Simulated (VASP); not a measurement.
# Al (Fm-3m) in VASP: further runs

Al is run at these levels: BLYP, SVWN5, r2SCAN+D4; tasks: single point, relaxation of cell and atoms.

All numbers are computed with VASP 6.6.1; they aren't measurements. Logs are shortened: lines on timing, memory, paths and dates and some standing lists are left out, and cuts for length are marked.

## Step 1: The cell of the first run

Symmetry: Fm-3m, No. 225, cubic system. The conventional cell has a = 4.050 Å, b = 4.050 Å, c = 4.050 Å, α = 90.00°, β = 90.00°, γ = 90.00°. Within 3.8 Å of Al (site symmetry m-3m) lie 12 Al at 2.86 Å.

## Step 2: Single point, BLYP, non-collinear spin, typed start

File INCAR:

```
PREC     = Accurate       # precision mode
ENCUT    = 520            # plane-wave cutoff, eV
EDIFF    = 1E-7           # SCF threshold, eV
ISMEAR   = 0              # smearing method
SIGMA    = 0.1            # smearing width, eV
LREAL    = F              # projectors in reciprocal space
LASPH    = T              # aspherical terms in the spheres
NELM     = 150            # most SCF steps
ALGO     = Normal         # electronic algorithm
ISIF     = 2              # what is computed and relaxed
LWAVE    = F              # write WAVECAR
LCHARG   = F              # write CHGCAR
LNONCOLLINEAR= T              # non-collinear magnetism
MAGMOM   = 0 0 0.5        # initial moments
LORBIT   = 11             # projections on sites
GGA      = B5             # functional
ALDAX    = 1.0          
AGGAX    = 1.0          
AGGAC    = 1.0          
ALDAC    = 0.0          
NBANDS   = 14             # bands
```

File KPOINTS:

```
Automatic mesh
0
Gamma
  8 8 8
```

File POSCAR:

```
Al
1.0
    0.0000000000      2.0248050000      2.0248050000
    2.0248050000      0.0000000000      2.0248050000
    2.0248050000      2.0248050000      0.0000000000
Al
1
Direct
    0.0000000000      0.0000000000      0.0000000000
```

Potentials or basis: VASP PAW PBE potentials, release 64 (Al).

Run with:

```console
cat potpaw_PBE.64/Al/POTCAR > POTCAR
mpirun -np 1 vasp_ncl > vasp.out
```

OUTCAR:

```text
PREC = Accurate
   ENCUT = 520
   EDIFF = 1E-7
   ISMEAR = 0
   LREAL = F
   LASPH = T
   NELM = 150
   ISIF = 2
   LNONCOLLINEAR = T
   LORBIT = 11
   GGA = B5

 ion  position               nearest neighbor table
   1  0.000  0.000  0.000-

  LATTYP: Found a face centered cubic cell.
 ALAT       =     4.0496100000

  Lattice vectors:

 A1 = (   0.0000000000,   2.0248050000,   2.0248050000)
 A2 = (   2.0248050000,   0.0000000000,   2.0248050000)
 A3 = (   2.0248050000,   2.0248050000,   0.0000000000)

Analysis of symmetry for initial positions (statically):
=====================================================================
 Subroutine PRICEL returns:
 Original cell was already a primitive cell.

 Routine SETGRP: Setting up the symmetry group for a
 face centered cubic supercell.

 Subroutine GETGRP returns: Found 48 space group operations
[... 9 lines left out ...]

 Routine SETGRP: Setting up the symmetry group for a
 face centered cubic supercell.

 Subroutine GETGRP returns: Found 48 space group operations
 (whereof 48 operations were pure point group operations)
 out of a pool of 48 trial point group operations.

The dynamic configuration has the point symmetry O_h .

Analysis of structural, dynamic, and magnetic symmetry:
=====================================================================
 Subroutine PRICEL returns:
 Original cell was already a primitive cell.

 Routine SETGRP: Setting up the symmetry group for a
 face centered cubic supercell.

 Subroutine GETGRP returns: Found  8 space group operations
 (whereof  8 operations were pure point group operations)
 out of a pool of 48 trial point group operations.

The overall configuration has the point symmetry C_4h.

 Subroutine INISYM returns: Found  8 space group operations
 (whereof  8 operations are pure point group operations),
 and found     1 'primitive' translations

----------------------------------------------------------------------------------------

                                     Primitive cell

  volume of cell :      16.6027

  direct lattice vectors                    reciprocal lattice vectors
     0.000000000  2.024805000  2.024805000    -0.246937359  0.246937359  0.246937359
     2.024805000  0.000000000  2.024805000     0.246937359 -0.246937359  0.246937359
     2.024805000  2.024805000  0.000000000     0.246937359  0.246937359 -0.246937359

  length of vectors
     2.863506692  2.863506692  2.863506692     0.427708053  0.427708053  0.427708053

[... 102 lines left out ...]
   LORBIT       =     11    0 simple, 1 ext, 2 COOP (PROOUT), +10 PAW based schemes
   GGA     = B5    functional components
   LHFCALC =     F    Hartree Fock is set to
   AEXX    =    0.0000 exact exchange contribution
   IVDW    =     0    specifies the selected vdW correction
   LEPSILON=     F    determine dielectric tensor
   LRPA    =     F    only Hartree local field effects (RPA)
 Gauss-broadening in eV      SIGMA  =   0.10
  energy-cutoff  :      520.00
  volume of cell :       16.60
 maximum number of plane-waves:       918
 NGX is ok and might be reduce to    24
   NGX = 11   NGY = 11   NGZ = 11

 number of electron       3.0000000 magnetization      -0.0000000     -0.0000000     -0.0571674

 number of electron       3.0000000 magnetization       0.0000000      0.0000000      0.0506326

 number of electron       3.0000000 magnetization      -0.0000000      0.0000000     -0.0002951

 number of electron       3.0000000 magnetization       0.0000000     -0.0000000      0.0001143

 Free energy of the ion-electron system (eV)
  ---------------------------------------------------
  ext. energy  EPLUGINS =         0.00000000
  ---------------------------------------------------
  free energy    TOTEN  =        -2.69452784 eV

  energy without entropy =       -2.69149420  energy(sigma->0) =       -2.69301102

 E-fermi :   8.4660     XC(G=0):  -9.6434

 val. band max:        8.0855221068   @ k =   0.1250  -0.2500   0.3750
 cond. band min:       8.5405020801   @ k =   0.5000   0.2500   0.1250
 fundamental gap:      0.4549799733
 Fermi energy:         8.4659970647

 k-point     1 :       0.0000    0.0000    0.0000
  band No.  band energies     occupation
      1      -2.6593      1.00000
      2      -2.6592      1.00000
      3      20.9541      0.00000
      4      20.9541      0.00000
      5      20.9541      0.00000
      6      20.9543      0.00000
      7      20.9543      0.00000
      8      20.9543      0.00000
      9      22.2422      0.00000
     10      22.2422      0.00000
     11      22.2422      0.00000
     12      22.2423      0.00000
     13      22.2423      0.00000
     14      22.2423      0.00000
[... 377 lines left out ...]
      1      -1.5370      1.00000
      2      -1.5369      1.00000
      3      14.8137      0.00000
      4      14.8138      0.00000
      5      16.0163      0.00000
      6      16.0164      0.00000
      7      22.0451      0.00000
      8      22.0453      0.00000
      9      22.1447      0.00000
     10      22.1448      0.00000
     11      23.7424      0.00000
     12      23.7425      0.00000
     13      24.1876      0.00000
     14      24.1880      0.00000

 [... further k-points ...]
[... 5 lines left out ...]
  --------------------------------------------------------------------------------------
  -------------------------------------------------------------------------------------
  Total        0.3074442      0.3074442      0.3074441      0.0000000     -0.0000000      0.0000000
  in kB       29.6686125     29.6686125     29.6686101      0.0000001     -0.0000000      0.0000000
  external PRESSURE =      29.6686117 kB  Pullay stress =       0.0000000 kB

 VOLUME and BASIS-vectors are now :
 -----------------------------------------------------------------------------
  energy-cutoff  :      520.00
  volume of cell :       16.60
      direct lattice vectors                 reciprocal lattice vectors
     0.000000000  2.024805000  2.024805000    -0.246937359  0.246937359  0.246937359
     2.024805000  0.000000000  2.024805000     0.246937359 -0.246937359  0.246937359
     2.024805000  2.024805000  0.000000000     0.246937359  0.246937359 -0.246937359

 POSITION                                       TOTAL-FORCE (eV/Angst)
 -----------------------------------------------------------------------------------
      0.00000      0.00000      0.00000        -0.000000      0.000000      0.000000
 -----------------------------------------------------------------------------------
    total drift:                               -0.000000     -0.000000     -0.000000

  FREE ENERGIE OF THE ION-ELECTRON SYSTEM (eV)
  ---------------------------------------------------
  free  energy   TOTEN  =        -2.6945278363 eV

  energy  without entropy=       -2.6914942002  energy(sigma->0) =       -2.69301102

 total charge

# of ion       s       p       d       tot
------------------------------------------
    1        0.434   0.342   0.000   0.776

 magnetization (x)

# of ion       s       p       d       tot
------------------------------------------
    1        0.000   0.000   0.000   0.000

 magnetization (y)

# of ion       s       p       d       tot
------------------------------------------
    1        0.000   0.000   0.000   0.000

 magnetization (z)

# of ion       s       p       d       tot
------------------------------------------
    1        0.000   0.000   0.000   0.000
```

Run time: 38 s. Hardware: 1 thread of Intel Xeon 6975P-C, shared host; peak memory 0.2 GiB.

What came out:

```yaml
Free_energy: -2.6945 eV
Pressure: 3.0 GPa
Band_gap_on_the_k_mesh: zero (band 3 reaches 20.95 eV, above the bottom of band 4 at 3.97 eV)
Net_moment: 0.00 μB per cell
Valence_electrons_inside_the_program's_atomic_spheres: Al 0.78
```

Moments on the atoms (μB; x, y, z):
```
Al  0.00 0.00 0.00
```

Caveat: the PAW data sets were made with another functional, which shifts forces and pressure a little.

## Step 3: Single point, SVWN5

This run uses another cell than the first one, of 15.82 Å³/atom, 0.953 times its volume.

File INCAR:

```
PREC = Accurate ; ENCUT = 520
EDIFF = 1E-6 ; ISMEAR = -1
SIGMA = 0.05 ; LREAL = False
LASPH = True ; NELM = 80
ALGO = Normal ; ISIF = 2
LWAVE = False ; LCHARG = True
GGA = VW ; LELF = True
LVHAR = True ; NBANDS = 8
```

File KPOINTS:

```
regular mesh
0
Gamma
  11 11 11
```

File POSCAR:

```
Al
1.0
    0.0000000000      1.9924478073      1.9924478073
    1.9924478073      0.0000000000      1.9924478073
    1.9924478073      1.9924478073      0.0000000000
Al
1
Direct
    0.0000000000      0.0000000000      0.0000000000
```

Potentials or basis: VASP PAW PBE potentials, release 64 (Al).

Run with:

```console
cat potpaw_PBE.64/Al/POTCAR > POTCAR
mpirun -np 1 vasp_std > vasp.out
```

It took 5 s on 1 thread of Intel Xeon 6975P-C, shared host; peak memory 0.12 GiB.

The run converged. Its results:

```yaml
Free_energy: -4.1798 eV
Pressure: 0.4 GPa
```

Levels at points of the mesh, in eV from the Fermi level:
| k point | band 1 | band 2 | band 3 | band 4 | band 5 |
| --- | --- | --- | --- | --- | --- |
| (0.00, 0.00, 0.00) | -11.41 | 12.85 | 12.85 | 12.85 | 14.46 |

Caveat: the PAW data sets were made with another functional, which shifts forces and pressure a little.

## Step 4: Single point, r2SCAN+D4

This run uses another cell than the first one, of 15.76 Å³/atom, 0.949 times its volume.

File POSCAR:

```
Al
1.0
    0.0000000000      1.9898876805      1.9898876805
    1.9898876805      0.0000000000      1.9898876805
    1.9898876805      1.9898876805      0.0000000000
Al
1
Direct
    0.0000000000      0.0000000000      0.0000000000
```

File INCAR.step1:

```
ALGO = Normal ; EDIFF = 1E-4
ENCUT = 520 ; GGA = PE
ISMEAR = -1 ; LASPH = True
LCHARG = False ; LREAL = False
LWAVE = True ; NBANDS = 8
NELM = 80 ; PREC = Accurate
SIGMA = 0.05
```

File INCAR.step2:

```
ALGO = Normal ; EDIFF = 1E-6
ENCUT = 520 ; ISIF = 2
ISMEAR = -1 ; ISTART = 1
IVDW = 13 ; LASPH = True
LCHARG = False ; LMIXTAU = True
LREAL = False ; LWAVE = False
METAGGA = R2SCAN ; NBANDS = 8
NELM = 80 ; PREC = Accurate
SIGMA = 0.05 ; VDW_A1 = 0.51559235
VDW_A2 = 5.77342911 ; VDW_S6 = 1.0
VDW_S8 = 0.6018749
```

File KPOINTS:

```
k-points
0
Gamma
  11 11 11
```

Potentials or basis: VASP PAW PBE potentials, release 64 (Al).

Run with:

```console
cat potpaw_PBE.64/Al/POTCAR > POTCAR
cp INCAR.step1 INCAR
mpirun -np 1 vasp_std > vasp.out
cp INCAR.step2 INCAR
mpirun -np 1 vasp_std > vasp.out
```

OUTCAR:

```text
EDIFF = 1E-6
   ENCUT = 520
   ISIF = 2
   ISMEAR = -1
   ISTART = 1
   IVDW = 13
   LASPH = True
   LREAL = False
   METAGGA = R2SCAN
   NELM = 80
   PREC = Accurate

 ion  position               nearest neighbor table
   1  0.000  0.000  0.000-

  LATTYP: Found a face centered cubic cell.
 ALAT       =     3.9797753610

  Lattice vectors:

 A1 = (   0.0000000000,   1.9898876805,   1.9898876805)
 A2 = (   1.9898876805,   0.0000000000,   1.9898876805)
 A3 = (   1.9898876805,   1.9898876805,   0.0000000000)

Analysis of symmetry for initial positions (statically):
=====================================================================
 Subroutine PRICEL returns:
 Original cell was already a primitive cell.

 Routine SETGRP: Setting up the symmetry group for a
 face centered cubic supercell.

 Subroutine GETGRP returns: Found 48 space group operations
[... 9 lines left out ...]

 Routine SETGRP: Setting up the symmetry group for a
 face centered cubic supercell.

 Subroutine GETGRP returns: Found 48 space group operations
 (whereof 48 operations were pure point group operations)
 out of a pool of 48 trial point group operations.

The dynamic configuration has the point symmetry O_h .

 Subroutine INISYM returns: Found 48 space group operations
 (whereof 48 operations are pure point group operations),
 and found     1 'primitive' translations

----------------------------------------------------------------------------------------

                                     Primitive cell

  volume of cell :      15.7585

  direct lattice vectors                    reciprocal lattice vectors
     0.000000000  1.989887681  1.989887681    -0.251270464  0.251270464  0.251270464
     1.989887681  0.000000000  1.989887681     0.251270464 -0.251270464  0.251270464
     1.989887681  1.989887681  0.000000000     0.251270464  0.251270464 -0.251270464

  length of vectors
     2.814126145  2.814126145  2.814126145     0.435213209  0.435213209  0.435213209

  position of ions in fractional coordinates (direct lattice)
[... 99 lines left out ...]
  Fermi-wavevector in a.u.,A,eV,Ry     =   0.941767  1.779681 12.067342  0.886925
  Thomas-Fermi vector in A             =   2.069310
   LORBIT       =      0    0 simple, 1 ext, 2 COOP (PROOUT), +10 PAW based schemes
   METAGGA = R2SCAN    functional components
   LHFCALC =     F    Hartree Fock is set to
   AEXX    =    0.0000 exact exchange contribution
   IVDW    =    13    specifies the selected vdW correction
   LEPSILON=     F    determine dielectric tensor
   LRPA    =     F    only Hartree local field effects (RPA)
 non-spin polarized calculation
  energy-cutoff  :      520.00
  volume of cell :       15.76
 maximum number of plane-waves:       440
 NGX is ok and might be reduce to    24
   NGX = 11   NGY = 11   NGZ = 11

 number of electron       3.0000000 magnetization

 Free energy of the ion-electron system (eV)
  ---------------------------------------------------
  ext. energy  EPLUGINS =         0.00000000
  ---------------------------------------------------
  free energy    TOTEN  =        -6.74610522 eV

  energy without entropy =       -6.74245812  energy(sigma->0) =       -6.74428167

 E-fermi :   8.5003     XC(G=0): -11.0796

 val. band max:        8.4669563252   @ k =  -0.3636   0.3636   0.0000
 cond. band min:       8.5412192374   @ k =   0.4545   0.1818   0.0909
 fundamental gap:      0.0742629122
 Fermi energy:         8.5002834404

 k-point     1 :       0.0000    0.0000    0.0000
  band No.  band energies     occupation
      1      -3.6659      2.00000
      2      22.0910      0.00000
      3      22.0910      0.00000
      4      22.0910      0.00000
      5      24.3700      0.00000
      6      24.3700      0.00000
      7      24.3700      0.00000
      8      26.2022      0.00000
[... 243 lines left out ...]
 k-point    24 :      -0.1818    0.1818    0.0000
  band No.  band energies     occupation
      1      -1.0655      2.00000
      2      12.5984      0.00000
      3      14.4147      0.00000
      4      21.5756      0.00000
      5      23.7608      0.00000
      6      24.6305      0.00000
      7      26.3222      0.00000
      8      27.2374      0.00000

 [... further k-points ...]

------------------------ aborting loop because EDIFF is reached ----------------------------------------

  DFT-D4 for vdW energy calculation

  Edisp (eV):   -0.12332

  FORCE on cell =-STRESS in cart. coord.  units (eV):
  Direction    XX          YY          ZZ          XY          YZ          ZX
  --------------------------------------------------------------------------------------
  -------------------------------------------------------------------------------------
  Total      -0.03208    -0.03208    -0.03208    -0.00000     0.00000     0.00000
  in kB      -3.26207    -3.26207    -3.26207    -0.00000     0.00000     0.00000
  external pressure =       -3.26 kB  Pullay stress =        0.00 kB

 VOLUME and BASIS-vectors are now :
 -----------------------------------------------------------------------------
  energy-cutoff  :      520.00
  volume of cell :       15.76
      direct lattice vectors                 reciprocal lattice vectors
     0.000000000  1.989887681  1.989887681    -0.251270464  0.251270464  0.251270464
     1.989887681  0.000000000  1.989887681     0.251270464 -0.251270464  0.251270464
     1.989887681  1.989887681  0.000000000     0.251270464  0.251270464 -0.251270464

 POSITION                                       TOTAL-FORCE (eV/Angst)
 -----------------------------------------------------------------------------------
      0.00000      0.00000      0.00000         0.000000      0.000000      0.000000
 -----------------------------------------------------------------------------------
    total drift:                               -0.000000      0.000000      0.000000

  FREE ENERGIE OF THE ION-ELECTRON SYSTEM (eV)
  ---------------------------------------------------
  free  energy   TOTEN  =        -6.8694214384 eV

  energy  without entropy=       -6.8657743349  energy(sigma->0) =       -6.86759789
```

It took 22 s on 1 thread of Intel Xeon 6975P-C, shared host; peak memory 0.14 GiB.

What came out:

| Property | Result |
| --- | --- |
| Free energy | -6.8694 eV |
| Pressure | -0.3 GPa |
| Dispersion energy per atom | -0.123 eV |

Caveat: the PAW data sets were made with another functional, which shifts forces and pressure a little; pairwise dispersion overbinds metals, which lowers pressure and volume.

(Continued in part 2 of 2.)
